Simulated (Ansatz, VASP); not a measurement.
# One calculation of AgCl, two programs

```
Ag Cl
1.0
     0.00000    2.75932    2.75932
     2.75932    0.00000    2.75932
     2.75932    2.75932    0.00000
Ag Cl
1 1
Direct
  0.00000 0.00000 0.00000
  0.50000 0.50000 0.50000
```

Change from the starting cell: hydrostatic strain -0.5%.

Alike in both runs: task single point; functional r2SCAN; k mesh 8 × 8 × 8; no spin polarisation.

```csv
,VASP,Ansatz
version,VASP 6.6.1,Ansatz 0.2.0
potentials or method,"VASP PAW PBE potentials, release 64 (Ag, Cl)","plane waves, PAW"
plane-wave cutoff (eV),520,500
occupations,"gaussian, width 0.01 eV",fixed
valence electrons in the cell,18,26
```

VASP gave:

```
gap on the k mesh at the Fermi level (eV) : 1.42
pressure (GPa)                            : 0.7
```

Task: Which values does Ansatz return?

Result: gap on the k mesh at the Fermi level (eV): 1.48; pressure (GPa): 0.8.

VASP's potentials were made for PBE, not for r2SCAN. VASP's potentials hold 18 valence electrons a cell and Ansatz's 26, so a difference there can come from the potentials and not from the codes.
